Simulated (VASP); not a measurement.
# LiNbO3 (R3c) in VASP: notebook, part 2 of 2

VASP 6.6.1. Earlier steps stand in the parts before.

## Step 4: Single point, PBE (volume 11.073 Å^3 an atom, c/a of the conventional cell 2.8336)

Input file INCAR:

```
SYSTEM = LiNbO3
PREC = Accurate
ENCUT = 520
EDIFF = 1E-7
ISMEAR = 0
SIGMA = 0.05
LREAL = .FALSE.
LASPH = .TRUE.
NELM = 80
ALGO = Normal
ISIF = 2
LWAVE = .FALSE.
LCHARG = .FALSE.
GGA = PE
NBANDS = 45
```

Input file KPOINTS:

```
Automatic mesh
0
G
  6 6 6
  0 0 0
```

Input file POSCAR:

```
LiNbO3
1.0
    2.5672951323      1.4822285357      4.8497916579
   -2.5672951323      1.4822285357      4.8497916579
    0.0000000000     -2.9644570714      4.8497916579
Li Nb O
2 2 6
Direct
    0.2815913687      0.2815913687      0.2815913687
    0.7815913687      0.7815913687      0.7815913687
    0.0004900497      0.0004900497      0.0004900497
    0.5004900497      0.5004900497      0.5004900497
    0.1104619503      0.3580262714      0.7211003599
    0.7211003599      0.1104619503      0.3580262714
    0.3580262714      0.7211003599      0.1104619503
    0.2211003599      0.8580262714      0.6104619503
    0.8580262714      0.6104619503      0.2211003599
    0.6104619503      0.2211003599      0.8580262714
```

Potentials or basis: VASP PAW PBE potentials, release 64 (Li_sv, Nb_sv, O).

On the command line:

```console
> cat potpaw_PBE.64/Li_sv/POTCAR potpaw_PBE.64/Nb_sv/POTCAR potpaw_PBE.64/O/POTCAR > POTCAR
> mpirun -np 1 vasp_std > vasp.out
```

OUTCAR:

```text
SYSTEM = LiNbO3
   PREC = Accurate
   ENCUT = 520
   EDIFF = 1E-7
   ISMEAR = 0
   LREAL = .FALSE.
   LASPH = .TRUE.
   NELM = 80
   ISIF = 2
   GGA = PE

 ion  position               nearest neighbor table
   1  0.282  0.282  0.282-   8 2.07  10 2.07   9 2.07
   2  0.782  0.782  0.782-   7 2.07   6 2.07   5 2.07
   3  0.000  0.000  0.000-   5 1.88   6 1.88   7 1.88   9 2.19   8 2.19  10 2.19
   4  0.500  0.500  0.500-   9 1.88  10 1.88   8 1.88   5 2.19   7 2.19   6 2.19
   5  0.110  0.358  0.721-   3 1.88   2 2.07   4 2.19
   6  0.721  0.110  0.358-   3 1.88   2 2.07   4 2.19
   7  0.358  0.721  0.110-   3 1.88   2 2.07   4 2.19
   8  0.221  0.858  0.610-   4 1.88   1 2.07   3 2.19
   9  0.858  0.610  0.221-   4 1.88   1 2.07   3 2.19
  10  0.610  0.221  0.858-   4 1.88   1 2.07   3 2.19

  LATTYP: Found a trigonal (rhomboedric) cell.
 ALAT       =     5.6840553176
 COS(alpha) =     0.5919954572

  Lattice vectors:

 A1 = (   2.5672951323,   1.4822285357,   4.8497916579)
[... 203 lines left out ...]
  band No.  band energies     occupation
      1     -51.1008      2.00000
      2     -51.0891      2.00000
      3     -39.5045      2.00000
      4     -39.5025      2.00000
      5     -27.3590      2.00000
      6     -27.3590      2.00000
[... 1141 lines left out ...]
     44      12.3273      0.00000
     45      13.3885      0.00000

 [... further k-points ...]

------------------------ aborting loop because EDIFF is reached ----------------------------------------

  FORCE on cell =-STRESS in cart. coord.  units (eV):
  Direction    XX          YY          ZZ          XY          YZ          ZX
  --------------------------------------------------------------------------------------
  -------------------------------------------------------------------------------------
  Total        0.0288817      0.0288817     -5.0719175      0.0000000      0.0000000      0.0000000
  in kB        0.4178960      0.4178960    -73.3867181      0.0000000      0.0000000      0.0000000
  external PRESSURE =     -24.1836421 kB  Pullay stress =       0.0000000 kB

 VOLUME and BASIS-vectors are now :
 -----------------------------------------------------------------------------
  energy-cutoff  :      520.00
  volume of cell :      110.73
      direct lattice vectors                 reciprocal lattice vectors
     2.567295132  1.482228536  4.849791658     0.194757507  0.112443299  0.068731475
    -2.567295132  1.482228536  4.849791658    -0.194757507  0.112443299  0.068731475
     0.000000000 -2.964457071  4.849791658     0.000000000 -0.224886598  0.068731475

 POSITION                                       TOTAL-FORCE (eV/Angst)
 -----------------------------------------------------------------------------------
      0.00000      0.00000      4.09698         0.000000     -0.000000      0.046241
      0.00000      0.00000     11.37167         0.000000     -0.000000      0.046241
      0.00000      0.00000      0.00713         0.000000     -0.000000      0.097309
      0.00000      0.00000      7.28182         0.000000     -0.000000      0.097309
     -0.63557     -1.44326      5.76926        -0.002532     -0.085177     -0.047850
      1.56769      0.17121      5.76926         0.075031      0.040395     -0.047850
     -0.93212      1.27205      5.76926        -0.072499      0.044782     -0.047850
     -1.63518     -0.21018      8.19415         0.072499      0.044782     -0.047850
      0.63557      1.52119      8.19415         0.002532     -0.085177     -0.047850
      0.99961     -1.31102      8.19415        -0.075031      0.040395     -0.047850
 -----------------------------------------------------------------------------------
    total drift:                                0.000000     -0.000000      0.000192

  FREE ENERGIE OF THE ION-ELECTRON SYSTEM (eV)
  ---------------------------------------------------
  free  energy   TOTEN  =       -79.9485571498 eV

  energy  without entropy=      -79.9485571498  energy(sigma->0) =      -79.94855715
```

OSZICAR:

```text
N       E                     dE             d eps       ncg     rms          rms(c)
DAV:   1     0.721999180183E+03    0.72200E+03   -0.36709E+04  2880   0.159E+03
DAV:   2    -0.326828136251E+02   -0.75468E+03   -0.73069E+03  3736   0.541E+02
DAV:   3    -0.924756662290E+02   -0.59793E+02   -0.59294E+02  4232   0.141E+02
DAV:   4    -0.978374845637E+02   -0.53618E+01   -0.53474E+01  5184   0.391E+01
DAV:   5    -0.981179446161E+02   -0.28046E+00   -0.28036E+00  4360   0.630E+00    0.270E+01
DAV:   6    -0.801004803902E+02    0.18017E+02   -0.79448E+01  4120   0.535E+01    0.963E+00
DAV:   7    -0.799477612761E+02    0.15272E+00   -0.87070E+00  4472   0.168E+01    0.540E+00
DAV:   8    -0.799523379720E+02   -0.45767E-02   -0.97561E-01  4680   0.681E+00    0.196E+00
DAV:   9    -0.799430799861E+02    0.92580E-02   -0.16630E-01  4035   0.307E+00    0.977E-01
DAV:  10    -0.799487049298E+02   -0.56249E-02   -0.41103E-02  3928   0.145E+00    0.186E-01
DAV:  11    -0.799484212647E+02    0.28367E-03   -0.37163E-03  4291   0.403E-01    0.478E-02
DAV:  12    -0.799485611807E+02   -0.13992E-03   -0.39248E-04  4088   0.135E-01    0.253E-02
DAV:  13    -0.799485594488E+02    0.17319E-05   -0.11613E-04  4883   0.694E-02    0.215E-02
DAV:  14    -0.799485588121E+02    0.63670E-06   -0.22894E-05  4136   0.397E-02    0.757E-03
DAV:  15    -0.799485572468E+02    0.15653E-05   -0.32643E-06  4019   0.151E-02    0.148E-03
DAV:  16    -0.799485571498E+02    0.96960E-07   -0.50757E-07  3726   0.378E-03
   1 F= -.79948557E+02 E0= -.79948557E+02  d E =-.531994E-11
```

Run time: 1.7 min. Hardware: 1 thread of Intel Xeon 6975P-C (Granite Rapids), shared host; peak memory 0.32 GiB.

What came out:

- Free energy: -79.9486 eV
- Largest force: 0.098 eV/Å
- Band gap on the k mesh: 3.47 eV, indirect (least direct gap 3.48 eV)

Forces in eV/Å, atoms in the order of the input:
```
Li   0.000  0.000  0.046
Li   0.000  0.000  0.046
Nb   0.000  0.000  0.097
Nb   0.000  0.000  0.097
O   -0.003 -0.085 -0.048
O    0.075  0.040 -0.048
O   -0.072  0.045 -0.048
O    0.072  0.045 -0.048
O    0.003 -0.085 -0.048
O   -0.075  0.040 -0.048
```

Levels at points of the mesh, in eV from the valence-band top:
```csv
k point,band 32,band 33,band 34,band 35,band 36,band 37
"(0.00, 0.00, 0.00)",-0.57,0.00,0.00,3.48,3.48,4.09
"(0.50, 0.00, 0.00)",-0.38,-0.24,-0.24,3.74,3.74,4.55
"(0.50, 0.50, 0.00)",-0.68,-0.51,-0.19,3.59,4.00,4.37
"(0.50, 0.50, 0.50)",-0.28,-0.28,-0.28,4.56,4.56,4.64
```

Caveat: the cutoff is under 1.25 times the usual one of these potentials, so pressure, stress and relaxed cells hold a basis-set (Pulay) error. A k mesh can miss the band edges.

## Step 5: The runs side by side

```csv
cell,gap on the mesh (eV),largest force (eV/Å)
"a = 5.483 Å, angles 57.8°, 10 atoms",3.42,0.35
"a = 5.422 Å, angles 59.2°, 10 atoms",3.35,0.46
"a = 5.684 Å, angles 53.7°, 10 atoms",3.47,0.10
```

Alike in all rows: task single point; level PBE; potentials or basis VASP PAW PBE potentials, release 64 (Li_sv, Nb_sv, O); no spin polarisation; k mesh 6 × 6 × 6; cutoff (eV) 520; smearing gaussian 0.05 eV.

Caveats: the cutoff is under 1.25 times the usual one of these potentials, so pressure, stress and relaxed cells hold a basis-set (Pulay) error.

Absolute energies hang on the potentials; compare differences alone.
